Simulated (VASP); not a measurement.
# Ge5Pd (F-43m) in VASP: single point with PBE

Aim: the single point of Ge5Pd with PBE.

Everything below comes from runs of VASP 6.6.1. Logs are shortened: lines on timing, memory, paths and dates and some standing lists are left out, and cuts for length are marked.

**1. The cell of the first run**

The structure is cubic, space group F-43m (No. 216). Conventional cell: a = 7.643 Å, b = 7.643 Å, c = 7.643 Å, α = 90.00°, β = 90.00°, γ = 90.00°. Within 4.2 Å of Ge (site symmetry -43m) lie 12 Ge at 3.17 Å and 4 Pd at 3.31 Å. Within 3.6 Å of Ge (site symmetry 3m) lie 9 Ge at 2.70 to 3.17 Å and 3 Pd at 3.17 Å. Pd (site symmetry -43m) has 16 Ge at 3.17 to 3.31 Å within 4.2 Å.

The cell was built from a structure type or drawn by symmetry, and may not be a known phase.

**2. Single point, PBE**

INCAR reads:

```
SYSTEM = Ge5Pd
PREC = Accurate
ENCUT = 520
EDIFF = 1E-6
ISMEAR = 0
SIGMA = 0.1
LREAL = .False.
LASPH = .True.
NELM = 80
ALGO = Normal
ISIF = 2
LWAVE = .False.
LCHARG = .False.
GGA = PE
NBANDS = 49
```

KPOINTS reads:

```
regular mesh
0
Gamma
  4 4 4
  0 0 0
```

POSCAR reads:

```
Ge5Pd
1.0
    0.0000000000      3.8217159400      3.8217159400
    3.8217159400      0.0000000000      3.8217159400
    3.8217159400      3.8217159400      0.0000000000
Ge Pd
5 1
Direct
    0.2500000000      0.2500000000      0.2500000000
    0.1250000000      0.6250000000      0.6250000000
    0.6250000000      0.6250000000      0.6250000000
    0.6250000000      0.1250000000      0.6250000000
    0.6250000000      0.6250000000      0.1250000000
    0.0000000000      0.0000000000      0.0000000000
```

Potentials or basis: VASP PAW PBE potentials, release 64 (Ge_d, Pd).

The run is started by

```bash
cat potpaw_PBE.64/Ge_d/POTCAR potpaw_PBE.64/Pd/POTCAR > POTCAR
mpirun -np 1 vasp_std > vasp.out
```

OUTCAR:

```text
SYSTEM = Ge5Pd
   PREC = Accurate
   ENCUT = 520
   EDIFF = 1E-6
   ISMEAR = 0
   LREAL = .False.
   LASPH = .True.
   NELM = 80
   ISIF = 2
   GGA = PE

 ion  position               nearest neighbor table
   1  0.250  0.250  0.250-
   2  0.125  0.625  0.625-   3 2.70   5 2.70   4 2.70   3 2.70   4 2.70   5 2.70   6 3.17   6 3.17
                             6 3.17
   3  0.625  0.625  0.625-   2 2.70   4 2.70   5 2.70   5 2.70   4 2.70   2 2.70   6 3.17   6 3.17
                             6 3.17
   4  0.625  0.125  0.625-   3 2.70   5 2.70   2 2.70   3 2.70   5 2.70   2 2.70   6 3.17   6 3.17
                             6 3.17
   5  0.625  0.625  0.125-   3 2.70   2 2.70   3 2.70   4 2.70   4 2.70   2 2.70   6 3.17   6 3.17
                             6 3.17
   6  0.000  0.000  0.000-   3 3.17   3 3.17   3 3.17   2 3.17   4 3.17   5 3.17   2 3.17   5 3.17
                             4 3.17   2 3.17   4 3.17   5 3.17

  LATTYP: Found a face centered cubic cell.
 ALAT       =     7.6434318800

  Lattice vectors:

 A1 = (   0.0000000000,   3.8217159400,   3.8217159400)
 A2 = (   3.8217159400,   0.0000000000,   3.8217159400)
 A3 = (   3.8217159400,   3.8217159400,   0.0000000000)

Analysis of symmetry for initial positions (statically):
=====================================================================
 Subroutine PRICEL returns:
 Original cell was already a primitive cell.

 Routine SETGRP: Setting up the symmetry group for a
 face centered cubic supercell.

 Subroutine GETGRP returns: Found 24 space group operations
 (whereof 24 operations were pure point group operations)
 out of a pool of 48 trial point group operations.

The static configuration has the point symmetry T_d .

Analysis of symmetry for dynamics (positions and initial velocities):
=====================================================================
 Subroutine PRICEL returns:
 Original cell was already a primitive cell.

 Routine SETGRP: Setting up the symmetry group for a
 face centered cubic supercell.

 Subroutine GETGRP returns: Found 24 space group operations
 (whereof 24 operations were pure point group operations)
 out of a pool of 48 trial point group operations.

The dynamic configuration has the point symmetry T_d .

 Subroutine INISYM returns: Found 24 space group operations
 (whereof 24 operations are pure point group operations),
 and found     1 'primitive' translations

----------------------------------------------------------------------------------------

                                     Primitive cell

  volume of cell :     111.6362

  direct lattice vectors                    reciprocal lattice vectors
     0.000000000  3.821715940  3.821715940    -0.130831283  0.130831283  0.130831283
     3.821715940  0.000000000  3.821715940     0.130831283 -0.130831283  0.130831283
     3.821715940  3.821715940  0.000000000     0.130831283  0.130831283 -0.130831283

  length of vectors
     5.404722514  5.404722514  5.404722514     0.226606430  0.226606430  0.226606430

  position of ions in fractional coordinates (direct lattice)
     0.250000000  0.250000000  0.250000000
     0.125000000  0.625000000  0.625000000
     0.625000000  0.625000000  0.625000000
     0.625000000  0.125000000  0.625000000
     0.625000000  0.625000000  0.125000000
     0.000000000  0.000000000  0.000000000

  ion indices of the primitive-cell ions
   primitive index   ion index
                 1           1
                 2           2
                 3           3
                 4           4
                 5           5
                 6           6

----------------------------------------------------------------------------------------

 KPOINTS: regular mesh

Automatic generation of k-mesh.
 Grid dimensions read from file:
 generate k-points for:    4    4    4

 Generating k-lattice:

  Cartesian coordinates                     Fractional coordinates (reciprocal lattice)
    -0.032707821  0.032707821  0.032707821     0.250000000  0.000000000  0.000000000
     0.032707821 -0.032707821  0.032707821     0.000000000  0.250000000  0.000000000
     0.032707821  0.032707821 -0.032707821     0.000000000  0.000000000  0.250000000

  Length of vectors
     0.056651607  0.056651607  0.056651607

  Shift w.r.t. Gamma in fractional coordinates (k-lattice)
     0.000000000  0.000000000  0.000000000

 Subroutine IBZKPT returns following result:
 ===========================================

 Found      8 irreducible k-points:

 Following reciprocal coordinates:
            Coordinates               Weight
  0.000000  0.000000  0.000000      1.000000
  0.250000  0.000000  0.000000      8.000000
  0.500000  0.000000  0.000000      4.000000
  0.250000  0.250000  0.000000      6.000000
  0.500000  0.250000  0.000000     24.000000
 -0.250000  0.250000  0.000000     12.000000
  0.500000  0.500000  0.000000      3.000000
 -0.250000  0.500000  0.250000      6.000000
   k-points           NKPTS =      8   k-points in BZ     NKDIM =      8   number of bands    NBANDS=     49
   number of dos      NEDOS =    301   number of ions     NIONS =      6
   total plane-waves  NPLWV =  64000
   dimension x,y,z NGX =    40 NGY =   40 NGZ =   40
   dimension x,y,z NGXF=    80 NGYF=   80 NGZF=   80
   ions per type =               5   1
   NGX,Y,Z   is equivalent  to a cutoff of  12.30, 12.30, 12.30 a.u.
   NGXF,Y,Z  is equivalent  to a cutoff of  24.61, 24.61, 24.61 a.u.
 SYSTEM =  Ge5Pd
   PREC   = accura    normal or accurate (medium, high low for compatibility)
   ISTART =      0    job   : 0-new  1-cont  2-samecut
   ICHARG =      2    charge: 1-file 2-atom 10-const
   ISPIN  =      1    spin polarized calculation?
   LNONCOLLINEAR =      F non collinear calculations
   LSORBIT =      F    spin-orbit coupling
   LASPH  =      T    aspherical Exc in radial PAW
   ENCUT  =  520.0 eV  38.22 Ry    6.18 a.u.  10.05 10.05 10.05*2*pi/ulx,y,z
   NELM   =     80;   NELMIN=  2; NELMDL= -5     # of ELM steps
   EDIFF  = 0.1E-05   stopping-criterion for ELM
   LREAL  =      F    real-space projection
   EDIFFG = 0.1E-04   stopping-criterion for IOM
   NSW    =      0    number of steps for IOM
   IBRION =     -1    ionic relax: 0-MD 1-quasi-New 2-CG
   NFREE  =      0    steps in history (QN), initial steepest desc. (CG)
   ISIF   =      2    stress and relaxation
   ISYM   =      2    0-nonsym 1-usesym 2-fastsym
   POTIM  = 0.5000    time-step for ionic-motion
   TEBEG  =    0.0;   TEEND  =   0.0 temperature during run
   PSTRESS=    0.0 pullay stress
   NELECT =      80.0000    total number of electrons
   NUPDOWN=      -1.0000    fix difference up-down
   EMIN   =  10.00;   EMAX   =-10.00  energy-range for DOS
   EFERMI =   0.00;   METHOD = LEGACY
   ISMEAR =     0;   SIGMA  =   0.10  broadening in eV -4-tet -1-fermi 0-gaus
   EFERMI_NEDOS =   21; number of points for ismear=-14 and -15
   IALGO  =     38    algorithm
   IMIX   =      4    mixing-type and parameters
     AMIX     =   0.40;   BMIX     =  1.00
     AMIX_MAG =   1.60;   BMIX_MAG =  1.00
  volume/ion in A,a.u.               =      18.61       125.56
  Fermi-wavevector in a.u.,A,eV,Ry     =   1.464996  2.768441 29.201002  2.146213
  Thomas-Fermi vector in A             =   2.580906
   LORBIT       =      0    0 simple, 1 ext, 2 COOP (PROOUT), +10 PAW based schemes
   GGA     = PE    functional components
   LHFCALC =     F    Hartree Fock is set to
   AEXX    =    0.0000 exact exchange contribution
   IVDW    =     0    specifies the selected vdW correction
   LEPSILON=     F    determine dielectric tensor
   LRPA    =     F    only Hartree local field effects (RPA)
 non-spin polarized calculation
 Gauss-broadening in eV      SIGMA  =   0.10
  energy-cutoff  :      520.00
  volume of cell :      111.64
 maximum number of plane-waves:      3028
   NGX = 21   NGY = 21   NGZ = 21

 number of electron      79.9999979 magnetization

 Free energy of the ion-electron system (eV)
  ---------------------------------------------------
  ext. energy  EPLUGINS =         0.00000000
  ---------------------------------------------------
  free energy    TOTEN  =       -25.27335257 eV

  energy without entropy =      -25.25961909  energy(sigma->0) =      -25.26648583

 E-fermi :   7.2988     XC(G=0): -11.3917

 val. band max:        7.2513657220   @ k =   0.0000   0.0000   0.0000
 cond. band min:       7.3567847572   @ k =   0.2500   0.2500   0.0000
 fundamental gap:      0.1054190352
 Fermi energy:         7.2987920737

 k-point     1 :       0.0000    0.0000    0.0000
  band No.  band energies     occupation
      1     -18.0207      2.00000
      2     -17.9501      2.00000
      3     -17.9501      2.00000
      4     -17.9501      2.00000
      5     -17.9475      2.00000
      6     -17.9475      2.00000
[... 41 lines left out ...]
     48      13.8130      0.00000
     49      13.9718      0.00000

 k-point     2 :       0.2500    0.0000    0.0000
  band No.  band energies     occupation
      1     -17.9981      2.00000
      2     -17.9457      2.00000
      3     -17.9457      2.00000
      4     -17.9396      2.00000
      5     -17.9154      2.00000
      6     -17.9154      2.00000
[... 41 lines left out ...]
     48      11.4340      0.00000
     49      13.9746      0.00000

 k-point     3 :       0.5000    0.0000    0.0000
  band No.  band energies     occupation
      1     -17.9798      2.00000
      2     -17.9428      2.00000
      3     -17.9428      2.00000
      4     -17.9035      2.00000
      5     -17.8500      2.00000
      6     -17.8468      2.00000
[... 249 lines left out ...]
     48      11.1563      0.00000
     49      12.3519      0.00000

 k-point     8 :      -0.2500    0.5000    0.2500
  band No.  band energies     occupation
      1     -17.9260      2.00000
      2     -17.9258      2.00000
      3     -17.9195      2.00000
      4     -17.9194      2.00000
      5     -17.8584      2.00000
      6     -17.8575      2.00000
[... 41 lines left out ...]
     48      11.9303      0.00000
     49      12.0233      0.00000

------------------------ aborting loop because EDIFF is reached ----------------------------------------

  FORCE on cell =-STRESS in cart. coord.  units (eV):
  Direction    XX          YY          ZZ          XY          YZ          ZX
  --------------------------------------------------------------------------------------
  -------------------------------------------------------------------------------------
  Total        2.3814122      2.3814122      2.3814122      0.0000000     -0.0000000      0.0000000
  in kB       34.1774735     34.1774735     34.1774735      0.0000000     -0.0000000      0.0000000
  external PRESSURE =      34.1774735 kB  Pullay stress =       0.0000000 kB

 VOLUME and BASIS-vectors are now :
 -----------------------------------------------------------------------------
  energy-cutoff  :      520.00
  volume of cell :      111.64
      direct lattice vectors                 reciprocal lattice vectors
     0.000000000  3.821715940  3.821715940    -0.130831283  0.130831283  0.130831283
     3.821715940  0.000000000  3.821715940     0.130831283 -0.130831283  0.130831283
     3.821715940  3.821715940  0.000000000     0.130831283  0.130831283 -0.130831283

 POSITION                                       TOTAL-FORCE (eV/Angst)
 -----------------------------------------------------------------------------------
      1.91086      1.91086      1.91086         0.000000     -0.000000      0.000000
      4.77714      2.86629      2.86629         0.023601     -0.023601     -0.023601
      4.77714      4.77714      4.77714         0.023601      0.023601      0.023601
      2.86629      4.77714      2.86629        -0.023601      0.023601     -0.023601
      2.86629      2.86629      4.77714        -0.023601     -0.023601      0.023601
      0.00000      0.00000      0.00000         0.000000     -0.000000      0.000000
 -----------------------------------------------------------------------------------
    total drift:                                0.000000      0.000000      0.000001

  FREE ENERGIE OF THE ION-ELECTRON SYSTEM (eV)
  ---------------------------------------------------
  free  energy   TOTEN  =       -25.2733525681 eV

  energy  without entropy=      -25.2596190863  energy(sigma->0) =      -25.26648583
```

Wall time 78 s (1 thread of Intel Xeon 8259CL, shared host); peak memory 0.25 GiB.

Results:

```
Free energy            : -25.2734 eV
Pressure               : 3.4 GPa
Band gap on the k mesh : zero (bands 40 and 41 overlap by 1.41 eV)
```

Caveat: the cell stands under pressure.
